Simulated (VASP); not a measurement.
## CsPbCl3: single point with LDA

Crystal: CsPbCl3.

```
Cs Pb Cl
1.0
     5.67673    0.00000    0.00000
     0.00000    5.67673    0.00000
     0.00000    0.00000    5.67673
Cs Pb Cl
1 1 3
Direct
  0.00000 0.00000 0.00000
  0.50000 0.50000 0.50000
  0.50000 0.50000 0.00000
  0.00000 0.50000 0.50000
  0.50000 0.00000 0.50000
```

```yaml
Program: VASP 6.6.1
Task: single point
Functional: LDA
Potentials_or_basis: VASP PAW LDA potentials, release 64 (Cs_sv, Pb_d, Cl)
Cutoff: 520 eV
k_mesh: 4 × 4 × 4
Occupations: gaussian, width 0.01 eV
Spin: no spin polarisation
```

The pressure is -2.0 GPa and the band gap on the k mesh is 1.86 eV, direct.

Levels at points of the mesh, in eV from the valence-band top:
```csv
k point,band 19,band 20,band 21,band 22,band 23,band 24,band 25,band 26
"(0.00, 0.00, 0.00)",-2.32,-2.23,-2.23,-2.23,3.15,4.28,4.28,5.22
"(0.50, 0.00, 0.00)",-2.43,-2.33,-2.33,-1.54,2.91,4.55,5.18,5.20
"(0.50, 0.50, 0.00)",-2.51,-2.49,-1.92,-0.75,2.44,2.44,4.81,5.35
"(0.50, 0.50, 0.50)",-1.91,-1.91,-1.91,0.00,1.86,1.86,1.86,4.95
```

It took 38 s on 1 thread of Intel(R) Xeon(R) Platinum 8488C (Sapphire Rapids) (shared host), peak memory 0.23 GiB.

Caveat: spin-orbit coupling is left out, which moves the levels of the heavy elements. Expect the measured gap to be larger: semilocal functionals such as LDA lack the derivative discontinuity.
